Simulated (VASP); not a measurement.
# NaGeCl3 (Pm-3m) in VASP: further runs

Runs on NaGeCl3. Level: PBE. Tasks: single point.

Program: VASP 6.6.1. These are calculated values, not measurements. Logs are shortened: lines on timing, memory, paths and dates and some standing lists are left out, and cuts for length are marked.

### Step 1. The cell of the first run

It takes space group Pm-3m (No. 221, cubic). The conventional cell has a = 5.118 Å, b = 5.118 Å, c = 5.118 Å, α = 90.00°, β = 90.00°, γ = 90.00°. Within 4.8 Å of Na (site symmetry m-3m) lie 12 Cl at 3.62 Å and 8 Ge at 4.43 Å. Ge (site symmetry m-3m) has 6 Cl at 2.56 Å within 3.4 Å. Cl (site symmetry 4/mmm) has 2 Ge at 2.56 Å within 3.4 Å.

### Step 2. Single point, PBE (26.82 Å³/atom)

The input, INCAR:

```
PREC = Accurate ; ENCUT = 520
EDIFF = 1E-6 ; ISMEAR = 0
SIGMA = 0.01 ; LREAL = F
LASPH = T ; NELM = 100
ALGO = Normal ; ISIF = 2
LWAVE = F ; LCHARG = F
GGA = PE ; NBANDS = 29
```

The input, KPOINTS:

```
Automatic mesh
0
Gamma
  4 4 4
```

The input, POSCAR:

```
NaGeCl3
1.0
    5.1183968598      0.0000000000      0.0000000000
    0.0000000000      5.1183968598      0.0000000000
    0.0000000000      0.0000000000      5.1183968598
Na Ge Cl
1 1 3
Direct
    0.0000000000      0.0000000000      0.0000000000
    0.5000000000      0.5000000000      0.5000000000
    0.5000000000      0.5000000000      0.0000000000
    0.5000000000      0.0000000000      0.5000000000
    0.0000000000      0.5000000000      0.5000000000
```

Potentials or basis: VASP PAW PBE potentials, release 64 (Na_pv, Ge_d, Cl).

Launch:

```console
$ cat potpaw_PBE.64/Na_pv/POTCAR potpaw_PBE.64/Ge_d/POTCAR potpaw_PBE.64/Cl/POTCAR > POTCAR
$ mpirun -np 1 vasp_std > vasp.out
```

OUTCAR:

```text
PREC = Accurate
   ENCUT = 520
   EDIFF = 1E-6
   ISMEAR = 0
   LREAL = F
   LASPH = T
   NELM = 100
   ISIF = 2
   GGA = PE

 ion  position               nearest neighbor table
   1  0.000  0.000  0.000-
   2  0.500  0.500  0.500-   3 2.56   4 2.56   5 2.56   3 2.56   4 2.56   5 2.56
   3  0.500  0.500  0.000-   2 2.56   2 2.56
   4  0.500  0.000  0.500-   2 2.56   2 2.56
   5  0.000  0.500  0.500-   2 2.56   2 2.56

  LATTYP: Found a simple cubic cell.
 ALAT       =     5.1183968598

  Lattice vectors:

 A1 = (   5.1183968598,   0.0000000000,   0.0000000000)
 A2 = (   0.0000000000,   5.1183968598,   0.0000000000)
 A3 = (   0.0000000000,   0.0000000000,   5.1183968598)

Analysis of symmetry for initial positions (statically):
=====================================================================
 Subroutine PRICEL returns:
 Original cell was already a primitive cell.

 Routine SETGRP: Setting up the symmetry group for a
 simple cubic supercell.

 Subroutine GETGRP returns: Found 48 space group operations
 (whereof 48 operations were pure point group operations)
 out of a pool of 48 trial point group operations.

The static configuration has the point symmetry O_h .

Analysis of symmetry for dynamics (positions and initial velocities):
=====================================================================
 Subroutine PRICEL returns:
 Original cell was already a primitive cell.

 Routine SETGRP: Setting up the symmetry group for a
 simple cubic supercell.

 Subroutine GETGRP returns: Found 48 space group operations
 (whereof 48 operations were pure point group operations)
 out of a pool of 48 trial point group operations.

The dynamic configuration has the point symmetry O_h .

 Subroutine INISYM returns: Found 48 space group operations
 (whereof 48 operations are pure point group operations),
 and found     1 'primitive' translations

----------------------------------------------------------------------------------------

                                     Primitive cell

  volume of cell :     134.0917

  direct lattice vectors                    reciprocal lattice vectors
     5.118396860  0.000000000  0.000000000     0.195373674  0.000000000  0.000000000
[... 73 lines left out ...]
   LSORBIT =      F    spin-orbit coupling
   LASPH  =      T    aspherical Exc in radial PAW
   ENCUT  =  520.0 eV  38.22 Ry    6.18 a.u.   9.52  9.52  9.52*2*pi/ulx,y,z
   NELM   =    100;   NELMIN=  2; NELMDL= -5     # of ELM steps
   EDIFF  = 0.1E-05   stopping-criterion for ELM
   LREAL  =      F    real-space projection
   EDIFFG = 0.1E-04   stopping-criterion for IOM
   NSW    =      0    number of steps for IOM
   IBRION =     -1    ionic relax: 0-MD 1-quasi-New 2-CG
   NFREE  =      0    steps in history (QN), initial steepest desc. (CG)
   ISIF   =      2    stress and relaxation
   ISYM   =      2    0-nonsym 1-usesym 2-fastsym
   POTIM  = 0.5000    time-step for ionic-motion
   TEBEG  =    0.0;   TEEND  =   0.0 temperature during run
   PSTRESS=    0.0 pullay stress
   NELECT =      42.0000    total number of electrons
   NUPDOWN=      -1.0000    fix difference up-down
   EMIN   =  10.00;   EMAX   =-10.00  energy-range for DOS
   EFERMI =   0.00;   METHOD = LEGACY
   ISMEAR =     0;   SIGMA  =   0.01  broadening in eV -4-tet -1-fermi 0-gaus
   EFERMI_NEDOS =   21; number of points for ismear=-14 and -15
   IALGO  =     38    algorithm
   IMIX   =      4    mixing-type and parameters
     AMIX     =   0.40;   BMIX     =  1.00
     AMIX_MAG =   1.60;   BMIX_MAG =  1.00
  volume/ion in A,a.u.               =      26.82       180.98
  Fermi-wavevector in a.u.,A,eV,Ry     =   1.111793  2.100984 16.817942  1.236084
  Thomas-Fermi vector in A             =   2.248360
   LORBIT       =      0    0 simple, 1 ext, 2 COOP (PROOUT), +10 PAW based schemes
   GGA     = PE    functional components
   LHFCALC =     F    Hartree Fock is set to
   AEXX    =    0.0000 exact exchange contribution
   IVDW    =     0    specifies the selected vdW correction
   LEPSILON=     F    determine dielectric tensor
   LRPA    =     F    only Hartree local field effects (RPA)
 non-spin polarized calculation
 Gauss-broadening in eV      SIGMA  =   0.01
  energy-cutoff  :      520.00
  volume of cell :      134.09
 maximum number of plane-waves:      3695
 NGX is ok and might be reduce to    40
   NGX = 19   NGY = 19   NGZ = 19

 number of electron      42.0000014 magnetization

 Free energy of the ion-electron system (eV)
  ---------------------------------------------------
  ext. energy  EPLUGINS =         0.00000000
  ---------------------------------------------------
  free energy    TOTEN  =       -16.57556843 eV

  energy without entropy =      -16.57556843  energy(sigma->0) =      -16.57556843

 E-fermi :   3.2000     XC(G=0):  -7.9399

 val. band max:        3.0958339837   @ k =   0.5000   0.5000   0.5000
 cond. band min:       3.5083799220   @ k =   0.5000   0.5000   0.5000
 fundamental gap:      0.4125459383
 Fermi energy:         3.2000278608

 k-point     1 :       0.0000    0.0000    0.0000
  band No.  band energies     occupation
      1     -22.9769      2.00000
      2     -22.9769      2.00000
      3     -22.9769      2.00000
      4     -22.7288      2.00000
      5     -22.7288      2.00000
      6     -22.7073      2.00000
[... 309 lines left out ...]
     28       9.2985      0.00000
     29      10.0062      0.00000

------------------------ aborting loop because EDIFF is reached ----------------------------------------

  FORCE on cell =-STRESS in cart. coord.  units (eV):
  Direction    XX          YY          ZZ          XY          YZ          ZX
  --------------------------------------------------------------------------------------
  -------------------------------------------------------------------------------------
  Total        1.8051893      1.8051893      1.8051893      0.0000000     -0.0000000      0.0000000
  in kB       21.5690720     21.5690720     21.5690720      0.0000000     -0.0000000      0.0000000
  external PRESSURE =      21.5690720 kB  Pullay stress =       0.0000000 kB

 VOLUME and BASIS-vectors are now :
 -----------------------------------------------------------------------------
  energy-cutoff  :      520.00
  volume of cell :      134.09
      direct lattice vectors                 reciprocal lattice vectors
     5.118396860  0.000000000  0.000000000     0.195373674  0.000000000  0.000000000
     0.000000000  5.118396860  0.000000000     0.000000000  0.195373674  0.000000000
     0.000000000  0.000000000  5.118396860     0.000000000  0.000000000  0.195373674

 POSITION                                       TOTAL-FORCE (eV/Angst)
 -----------------------------------------------------------------------------------
      0.00000      0.00000      0.00000         0.000000      0.000000      0.000000
      2.55920      2.55920      2.55920         0.000000      0.000000      0.000000
      2.55920      2.55920      0.00000         0.000000      0.000000      0.000000
      2.55920      0.00000      2.55920         0.000000      0.000000      0.000000
      0.00000      2.55920      2.55920         0.000000      0.000000      0.000000
 -----------------------------------------------------------------------------------
    total drift:                               -0.000000      0.000000     -0.000000

  FREE ENERGIE OF THE ION-ELECTRON SYSTEM (eV)
  ---------------------------------------------------
  free  energy   TOTEN  =       -16.5755684340 eV

  energy  without entropy=      -16.5755684340  energy(sigma->0) =      -16.57556843
```

OSZICAR:

```text
N       E                     dE             d eps       ncg     rms          rms(c)
DAV:   1     0.432404972768E+03    0.43240E+03   -0.19497E+04   719   0.209E+03
DAV:   2     0.486212004341E+02   -0.38378E+03   -0.36810E+03   667   0.642E+02
DAV:   3    -0.140167190318E+02   -0.62638E+02   -0.61939E+02   715   0.161E+02
DAV:   4    -0.171797320795E+02   -0.31630E+01   -0.31542E+01   713   0.457E+01
DAV:   5    -0.172606200739E+02   -0.80888E-01   -0.80871E-01   727   0.672E+00    0.722E+00
DAV:   6    -0.166380124133E+02    0.62261E+00   -0.10271E+00   783   0.602E+00    0.431E+00
DAV:   7    -0.165800521197E+02    0.57960E-01   -0.29677E-01   761   0.269E+00    0.202E+00
DAV:   8    -0.165763305468E+02    0.37216E-02   -0.36971E-02   647   0.174E+00    0.369E-01
DAV:   9    -0.165755490179E+02    0.78153E-03   -0.32460E-03   856   0.608E-01    0.125E-01
DAV:  10    -0.165755611374E+02   -0.12120E-04   -0.17563E-03   620   0.296E-01    0.303E-02
DAV:  11    -0.165755666264E+02   -0.54890E-05   -0.10493E-04   731   0.115E-01    0.992E-03
DAV:  12    -0.165755675919E+02   -0.96554E-06   -0.11648E-05   738   0.334E-02    0.663E-03
DAV:  13    -0.165755684340E+02   -0.84203E-06   -0.16015E-06   532   0.135E-02
   1 F= -.16575568E+02 E0= -.16575568E+02  d E =-.626116E-51
```

Run time: 14 s. Hardware: 1 thread of Intel Xeon 6975P-C (Granite Rapids), shared host; peak memory 0.24 GiB.

What came out:

```
Free energy            : -16.5756 eV
Pressure               : 2.2 GPa
Band gap on the k mesh : 0.41 eV
```

A k mesh can miss the band edges.

### Step 3. Single point, PBE (27.67 Å³/atom)

This run uses another cell than the first one, of 27.67 Å³/atom.

The input, INCAR:

```
SYSTEM = NaGeCl3
PREC = Accurate ; ENCUT = 520
EDIFF = 1E-6 ; ISMEAR = 0
SIGMA = 0.01 ; LREAL = .False.
LASPH = .True. ; NELM = 80
ALGO = Normal ; ISIF = 2
LWAVE = .False. ; LCHARG = .False.
GGA = PE ; NBANDS = 29
```

The input, KPOINTS:

```
Automatic mesh
0
Gamma
  4 4 4
  0 0 0
```

POSCAR: that of step 2 with these lines changed.

```diff
@@ -2,5 +2,5 @@
 1.0
-    5.1183968598      0.0000000000      0.0000000000
-    0.0000000000      5.1183968598      0.0000000000
-    0.0000000000      0.0000000000      5.1183968598
+    5.1722786811      0.0000000000      0.0000000000
+    0.0000000000      5.1722786811      0.0000000000
+    0.0000000000      0.0000000000      5.1722786811
 Na Ge Cl
```

Potentials or basis: VASP PAW PBE potentials, release 64 (Na_pv, Ge_d, Cl).

Launch:

```console
$ cat potpaw_PBE.64/Na_pv/POTCAR potpaw_PBE.64/Ge_d/POTCAR potpaw_PBE.64/Cl/POTCAR > POTCAR
$ mpirun -np 1 vasp_std > vasp.out
```

Run time: 15 s. Hardware: 1 thread of Intel Xeon 6975P-C (Granite Rapids), shared host; peak memory 0.24 GiB.

Results (log left out):

| Quantity | Value |
| --- | --- |
| Free energy | -16.6200 eV |
| Pressure | 1.1 GPa |
| Band gap on the k mesh | 0.60 eV |

Levels at points of the mesh, in eV from the valence-band top:
```csv
k point,band 18,band 19,band 20,band 21,band 22,band 23,band 24,band 25
"(0.00, 0.00, 0.00)",-3.63,-3.55,-3.55,-3.55,1.06,5.27,5.27,5.35
"(0.50, 0.00, 0.00)",-3.78,-3.57,-3.57,-2.39,1.62,2.76,3.56,4.98
"(0.50, 0.50, 0.00)",-3.95,-3.95,-3.02,-1.16,1.17,1.17,3.07,4.47
"(0.50, 0.50, 0.50)",-3.01,-3.01,-3.01,0.00,0.60,0.60,0.60,2.00
```

A k mesh can miss the band edges.

### Step 4. Single point, PBE

This run uses another cell than the first one, of 28.53 Å³/atom.

The input, INCAR:

```
SYSTEM = NaGeCl3
PREC     = Accurate       ! precision mode
ENCUT    = 520            ! plane-wave cutoff, eV
EDIFF    = 1E-7           ! SCF threshold, eV
ISMEAR   = 0              ! smearing method
SIGMA    = 0.01           ! smearing width, eV
LREAL    = .FALSE.        ! projectors in reciprocal space
LASPH    = .TRUE.         ! aspherical terms in the spheres
NELM     = 60             ! most SCF steps
ALGO     = Normal         ! electronic algorithm
ISIF     = 2              ! what is computed and relaxed
LWAVE    = .FALSE.        ! write WAVECAR
LCHARG   = .FALSE.        ! write CHGCAR
GGA      = PE             ! functional
NBANDS   = 29             ! bands
```

The input, KPOINTS:

```
regular mesh
0
G
  4 4 4
  0 0 0
```

POSCAR: that of step 3 with these lines changed.

```diff
@@ -2,5 +2,5 @@
 1.0
-    5.1722786811      0.0000000000      0.0000000000
-    0.0000000000      5.1722786811      0.0000000000
-    0.0000000000      0.0000000000      5.1722786811
+    5.2250606805      0.0000000000      0.0000000000
+    0.0000000000      5.2250606805      0.0000000000
+    0.0000000000      0.0000000000      5.2250606805
 Na Ge Cl
```

Launch:

```console
$ cat potpaw_PBE.64/Na_pv/POTCAR potpaw_PBE.64/Ge_d/POTCAR potpaw_PBE.64/Cl/POTCAR > POTCAR
$ mpirun -np 1 vasp_std > vasp.out
```

Run time: 16 s. Hardware: 1 thread of Intel Xeon 6975P-C (Granite Rapids), shared host; peak memory 0.25 GiB.

It converged, with:

| Quantity | Value |
| --- | --- |
| Free energy | -16.6383 eV |
| Pressure | 0.2 GPa |
| Band gap on the k mesh | 0.77 eV |

Levels at points of the mesh, in eV from the valence-band top:
```tsv
k point	band 17	band 18	band 19	band 20	band 21	band 22	band 23	band 24	band 25	band 26
(0.00, 0.00, 0.00)	-3.34	-3.34	-3.28	-3.28	-3.28	1.29	5.52	5.52	5.54	5.54
(0.50, 0.00, 0.00)	-3.67	-3.49	-3.30	-3.30	-2.24	1.76	2.90	3.78	5.00	5.00
(0.50, 0.50, 0.00)	-3.75	-3.65	-3.65	-2.77	-1.08	1.32	1.32	3.23	4.52	5.05
(0.50, 0.50, 0.50)	-3.74	-2.76	-2.76	-2.76	0.00	0.77	0.77	0.77	2.24	6.44
```

A k mesh can miss the band edges.

### Step 5. Single point, PBE (29.39 Å³/atom)

This run uses another cell than the first one, of 29.39 Å³/atom.

The input, INCAR:

```
PREC = Accurate
ENCUT = 520
EDIFF = 1E-6
ISMEAR = 0
SIGMA = 0.01
LREAL = False
LASPH = True
NELM = 100
ALGO = Normal
ISIF = 2
LWAVE = False
LCHARG = False
GGA = PE
NBANDS = 29
```

The input, KPOINTS:

```
regular mesh
0
Gamma
  4 4 4
```

POSCAR: that of step 4 with these lines changed.

```diff
@@ -2,5 +2,5 @@
 1.0
-    5.2250606805      0.0000000000      0.0000000000
-    0.0000000000      5.2250606805      0.0000000000
-    0.0000000000      0.0000000000      5.2250606805
+    5.2767973193      0.0000000000      0.0000000000
+    0.0000000000      5.2767973193      0.0000000000
+    0.0000000000      0.0000000000      5.2767973193
 Na Ge Cl
```

Launch:

```console
$ cat potpaw_PBE.64/Na_pv/POTCAR potpaw_PBE.64/Ge_d/POTCAR potpaw_PBE.64/Cl/POTCAR > POTCAR
$ mpirun -np 1 vasp_std > vasp.out
```

Run time: 15 s. Hardware: 1 thread of Intel Xeon 6975P-C (Granite Rapids), shared host; peak memory 0.25 GiB.

It converged, with:

| Property | Result |
| --- | --- |
| Free energy | -16.6341 eV |
| Pressure | -0.6 GPa |
| Band gap on the k mesh | 0.93 eV |

Levels at points of the mesh, in eV from the valence-band top:
```tsv
k point	band 17	band 18	band 19	band 20	band 21	band 22	band 23	band 24	band 25	band 26
(0.00, 0.00, 0.00)	-3.08	-3.08	-3.02	-3.02	-3.02	1.51	5.50	5.50	5.50	5.75
(0.50, 0.00, 0.00)	-3.39	-3.21	-3.04	-3.04	-2.10	1.88	3.04	3.98	5.00	5.00
(0.50, 0.50, 0.00)	-3.49	-3.36	-3.36	-2.54	-1.02	1.45	1.45	3.38	4.56	5.22
(0.50, 0.50, 0.50)	-3.48	-2.53	-2.53	-2.53	0.00	0.93	0.93	0.93	2.46	6.54
```

### Step 6. Single point, PBE (30.24 Å³/atom)

This run uses another cell than the first one, of 30.24 Å³/atom.

The input, INCAR:

```
  PREC = Accurate
  ENCUT = 520
  EDIFF = 1E-6
  ISMEAR = 0
  SIGMA = 0.01
  LREAL = False
  LASPH = True
  NELM = 100
  ALGO = Normal
  ISIF = 2
  LWAVE = False
  LCHARG = False
  GGA = PE
  NBANDS = 29
```

KPOINTS is that of step 5.

POSCAR: that of step 5 with these lines changed.

```diff
@@ -2,5 +2,5 @@
 1.0
-    5.2767973193      0.0000000000      0.0000000000
-    0.0000000000      5.2767973193      0.0000000000
-    0.0000000000      0.0000000000      5.2767973193
+    5.3275388678      0.0000000000      0.0000000000
+    0.0000000000      5.3275388678      0.0000000000
+    0.0000000000      0.0000000000      5.3275388678
 Na Ge Cl
```

Potentials or basis: VASP PAW PBE potentials, release 64 (Na_pv, Ge_d, Cl).

Launch:

```console
$ cat potpaw_PBE.64/Na_pv/POTCAR potpaw_PBE.64/Ge_d/POTCAR potpaw_PBE.64/Cl/POTCAR > POTCAR
$ mpirun -np 1 vasp_std > vasp.out
```

Run time: 15 s. Hardware: 1 thread of Intel Xeon 6975P-C (Granite Rapids), shared host; peak memory 0.25 GiB.

Results (log left out):

```
Free energy            : -16.6105 eV
Pressure               : -1.2 GPa
Band gap on the k mesh : 1.07 eV
```

Levels at points of the mesh, in eV from the valence-band top:
```tsv
k point	band 18	band 19	band 20	band 21	band 22	band 23	band 24	band 25
(0.00, 0.00, 0.00)	-2.84	-2.78	-2.78	-2.78	1.71	5.45	5.45	5.45
(0.50, 0.00, 0.00)	-2.96	-2.80	-2.80	-1.97	1.98	3.17	4.17	5.00
(0.50, 0.50, 0.00)	-3.10	-3.10	-2.32	-0.95	1.56	1.56	3.52	4.59
(0.50, 0.50, 0.50)	-2.31	-2.31	-2.31	0.00	1.07	1.07	1.07	2.66
```

A k mesh can miss the band edges.

### Step 7. Overview

| cell | gap on the mesh (eV) | pressure (GPa) |
| --- | --- | --- |
| a = 5.118 Å, 5 atoms | 0.41 | 2.2 |
| a = 5.172 Å, 5 atoms | 0.60 | 1.1 |
| a = 5.225 Å, 5 atoms | 0.77 | 0.2 |
| a = 5.277 Å, 5 atoms | 0.93 | -0.6 |
| a = 5.328 Å, 5 atoms | 1.07 | -1.2 |

Alike in all rows: task single point; level PBE; potentials or basis VASP PAW PBE potentials, release 64 (Na_pv, Ge_d, Cl); no spin polarisation; k mesh 4 × 4 × 4; cutoff (eV) 520; smearing gaussian 0.01 eV.

Absolute energies hang on the potentials; compare differences alone.
